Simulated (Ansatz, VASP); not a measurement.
One calculation of Tl, two programs

INCAR

```
PREC     = Accurate       # precision mode
ENCUT    = 520            # plane-wave cutoff, eV
EDIFF    = 1E-7           # SCF threshold, eV
ISMEAR   = -1             # smearing method
SIGMA    = 0.1            # smearing width, eV
LREAL    = F              # projectors in reciprocal space
LASPH    = T              # aspherical terms in the spheres
NELM     = 100            # most SCF steps
ALGO     = Normal         # electronic algorithm
ISIF     = 2              # what is computed and relaxed
LWAVE    = F              # write WAVECAR
LCHARG   = T              # write CHGCAR
GGA      = PS             # functional
LELF     = T              # ELF
LVHAR    = T            
NBANDS   = 34             # bands
```

KPOINTS

```
regular mesh
0
Gamma
  12 12 4
```

The input POSCAR:

```
Tl
1.0
    3.2896974954      0.0000000000      0.0000000000
   -1.6448487477      2.8489616018      0.0000000000
    0.0000000000      0.0000000000     10.6776391885
Tl
4
Direct
    1.0000000000      1.0000000000      1.0000000000
    1.0000000000      1.0000000000      0.5000000000
    0.3333333333      0.6666666667      0.2500000000
    0.6666666667      0.3333333333      0.7500000000
```

Input for Ansatz:

```yaml
crystal:
  lattice:
    - [3.2896974954, 0.0, 0.0]
    - [-1.6448487477, 2.8489616018, 0.0]
    - [0.0, 0.0, 10.6776391885]
  atoms:
    - { symbol: Tl, position: [1.0, 1.0, 1.0] }
    - { symbol: Tl, position: [1.0, 1.0, 0.5] }
    - { symbol: Tl, position: [0.3333333333, 0.6666666667, 0.25] }
    - { symbol: Tl, position: [0.6666666667, 0.3333333333, 0.75] }
hamiltonian:
  xc: pbesol
  pseudopotentials:
    kind: paw
    azcp:
      Tl: "pseudopotentials/Tl.paw.azcp"
basis:
  ecutwfc: 420
  fft_grid_basis: typed
kpoints:
  mp_grid: { grid: [12, 12, 4], shift: [0, 0, 0] }
magnetization:
  spin_polarized: false
scf:
  occupations: { method: fermi_dirac, width: 0.1 }
  lower_state_search: "off"
output:
  stress: true
```

Alike in both runs: task single point; functional PBEsol; k mesh 12 × 12 × 4; occupations fermi-dirac, width 0.1 eV; no spin polarisation.

|  | VASP | Ansatz |
| --- | --- | --- |
| version | VASP 6.6.1 | Ansatz 0.2.0 |
| potentials or method | VASP PAW PBE potentials, release 64 (Tl_d), cutoff 520 eV | plane waves (420 eV) with PAW, scalar-relativistic |
| valence electrons in the cell | 52 | 52 |

|  | VASP | Ansatz | Ansatz less VASP |
| --- | --- | --- | --- |
| pressure (GPa) | 6.6 | 6.6 | +0.08 |
| traceless stress, the component that is largest in VASP (GPa) | 0.12 | 0.12 | +0.002 |

VASP's potentials were made for PBE, not for PBEsol, and Ansatz warns of the same on its side. With one functional, cell and mesh, what is left measures potentials, basis and numerics.

Spin-orbit coupling is off throughout.
